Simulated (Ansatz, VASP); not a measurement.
Two plane-wave programs on HfC

```
CELL_PARAMETERS angstrom
0.00000 2.37327 2.37327
2.37327 0.00000 2.37327
2.37327 2.37327 0.00000
ATOMIC_POSITIONS crystal
Hf 0.50000 0.50000 0.50000
C 0.00000 0.00000 0.00000
```

Alike in both runs: task single point; functional r2SCAN; k mesh 12 × 12 × 12; occupations gaussian, width 0.05 eV; no spin polarisation.

|  | VASP | Ansatz |
| --- | --- | --- |
| version | VASP 6.6.1 | Ansatz 0.2.0 |
| potentials or method | VASP PAW PBE potentials, release 64 (Hf_pv, C), cutoff 520 eV | scalar-relativistic, plane waves, PAW |
| valence electrons in the cell | 14 | 30 |

```tsv
	VASP	Ansatz	Ansatz less VASP
gap on the k mesh at the Fermi level (eV)	none	none	-
pressure (GPa)	-15.7	-14.5	+1.18
```

VASP's potentials were made for PBE, not for r2SCAN. A gap of «none» marks a metal or a gap that the smearing closes. With one functional, cell and mesh, what is left measures potentials, basis and numerics. VASP's potentials hold 14 valence electrons a cell and Ansatz's 30, so a difference there can come from the potentials and not from the codes.

Spin-orbit coupling is off throughout.
